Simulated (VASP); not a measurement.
Here is a VASP 6.6.1 calculation.

INCAR

```
SYSTEM = ZrH2
ALGO     = Normal         ! electronic algorithm
EDIFF    = 1E-7           ! SCF threshold, eV
ENCUT    = 520            ! plane-wave cutoff, eV
GGA      = PS             ! functional
ISIF     = 2              ! what is computed and relaxed
ISMEAR   = 0              ! smearing method
LASPH    = .TRUE.         ! aspherical terms in the spheres
LCHARG   = .TRUE.         ! write CHGCAR
LELF     = .TRUE.         ! ELF
LREAL    = .FALSE.        ! projectors in reciprocal space
LVHAR    = .TRUE.       
LWAVE    = .FALSE.        ! write WAVECAR
NBANDS   = 14             ! bands
NELM     = 60             ! most SCF steps
PREC     = Accurate       ! precision mode
SIGMA    = 0.15           ! smearing width, eV
```

KPOINTS

```
k-points
0
G
  8 8 8
  0 0 0
```

The input POSCAR:

```
ZrH2
1.0
    0.0000000000      2.4092250000      2.4092250000
    2.4092250000      0.0000000000      2.4092250000
    2.4092250000      2.4092250000      0.0000000000
Zr H
1 2
Direct
    0.0000000000      0.0000000000      0.0000000000
    0.7500000000      0.7500000000      0.7500000000
    0.2500000000      0.2500000000      0.2500000000
```

Potentials or basis: VASP PAW PBE potentials, release 64 (Zr_sv, H).

Command:

```bash
$ cat potpaw_PBE.64/Zr_sv/POTCAR potpaw_PBE.64/H/POTCAR > POTCAR
$ mpirun -np 1 vasp_std > vasp.out
```

(1) What does it give for the pressure?

(2) Predict the band gap on the k mesh.

Results:

(1) -4.6 GPa.

(2) zero (band 7 reaches 8.35 eV, above the bottom of band 8 at 7.93 eV).

Caveat: the PAW data sets were made with another functional, which shifts forces and pressure a little.
